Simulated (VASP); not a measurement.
Runs of VASP 6.6.1 on W3Br. The structure is that of space group I4/mmm (No. 139), or close to it. The cells are those of the table. 

```csv
task,cell,k mesh,cutoff (eV),gap on the mesh (eV),pressure (GPa)
single point,"a = 5.444 Å, angles 135.6, 135.6, 64.7°, 4 atoms",6 × 6 × 6,520,none,(a)
relaxation of cell and atoms,"relaxed from a = 5.444 Å, angles 135.6, 135.6, 64.7°, 4 atoms",6 × 6 × 6,600,none,0.3
single point,"a = 5.288 Å, angles 137.3, 137.3, 62.0°, 4 atoms",16 × 16 × 16,520,none,0.4
single point,"a = 5.245 Å, angles 136.7, 136.7, 62.9°, 4 atoms",6 × 6 × 6,520,none,0.6
```

Alike in all rows: level PBE; potentials or basis VASP PAW PBE potentials, release 64 (W_sv, Br); no spin polarisation; smearing gaussian 0.1 eV.

Problem. Fill in the values left out.

Solution. (a) -20.7.

Caveats: spin-orbit coupling is left out, which moves the levels of the heavy elements; the cell stands under tension (at least some runs).

A k mesh can miss the band edges, and the runs leave out spin-orbit coupling on Br, W.

A gap of «none» marks levels without a gap at the run's occupations.
